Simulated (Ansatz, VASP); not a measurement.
NaF in VASP and in Ansatz

POSCAR

```
NaF
1.0
    0.0000000000      2.2971680799      2.2971680799
    2.2971680799      0.0000000000      2.2971680799
    2.2971680799      2.2971680799      0.0000000000
Na F
1 1
Direct
    0.0000000000      0.0000000000      0.0000000000
    0.5000000000      0.5000000000      0.5000000000
```

File INCAR.step1:

```
PREC = Accurate ; ENCUT = 520
EDIFF = 1E-5 ; ISMEAR = 0
SIGMA = 0.01 ; LREAL = False
LASPH = True ; NELM = 80
ALGO = Normal ; ISIF = 2
LWAVE = True ; NBANDS = 14
GGA = PE
```

The input INCAR.step2:

```
PREC = Accurate ; ENCUT = 520
EDIFF = 1E-7 ; ISMEAR = 0
SIGMA = 0.01 ; LREAL = False
LASPH = True ; NELM = 80
ALGO = Normal ; ISIF = 2
LWAVE = False ; LCHARG = True
GGA = PE ; LHFCALC = True
HFSCREEN = 0.2079 ; PRECFOCK = Normal
LELF = True ; LVHAR = True
NBANDS = 14 ; ISTART = 1
```

File KPOINTS:

```
Automatic mesh
0
Gamma
  4 4 4
```

Input for Ansatz:

```yaml
crystal:
  lattice:
    - [0.0, 2.2971680799, 2.2971680799]
    - [2.2971680799, 0.0, 2.2971680799]
    - [2.2971680799, 2.2971680799, 0.0]
  atoms:
    - { symbol: Na, position: [0.0, 0.0, 0.0] }
    - { symbol: F, position: [0.5, 0.5, 0.5] }
kpoints:
  mp_grid: { grid: [4, 4, 4] }
hamiltonian:
  xc: hse06
scf:
  occupations: { method: fixed }
  n_extra_bands: 4
output:
  forces: true
  stress: true
  eigenvalues: true
  write_density: true
  write_potential: true
  elf: true
  volumetric_format: npy
```

Alike in both runs: task single point; functional HSE06; k mesh 4 × 4 × 4; no spin polarisation.

|  | VASP | Ansatz |
| --- | --- | --- |
| version | VASP 6.6.1 | Ansatz 0.2.0 |
| potentials or method | VASP PAW PBE potentials, release 64 (Na_pv, F) | plane waves, PAW |
| plane-wave cutoff (eV) | 520 | 420 |
| occupations | gaussian, width 0.01 eV | fixed |
| valence electrons in the cell | 14 | 16 |

VASP gave:

```
gap on the k mesh at the Fermi level (eV) : 8.61
pressure (GPa)                            : 1.6
```

Question: Estimate Ansatz's values.

Answer: gap on the k mesh at the Fermi level (eV): 8.64; pressure (GPa): 1.5.

VASP's potentials hold 14 valence electrons a cell and Ansatz's 16, so a difference there can come from the potentials and not from the codes. Ansatz's warnings: stress exchange threshold loose, stress scf threshold loose.

The k mesh is coarse, so the values compare programs but aren't converged.
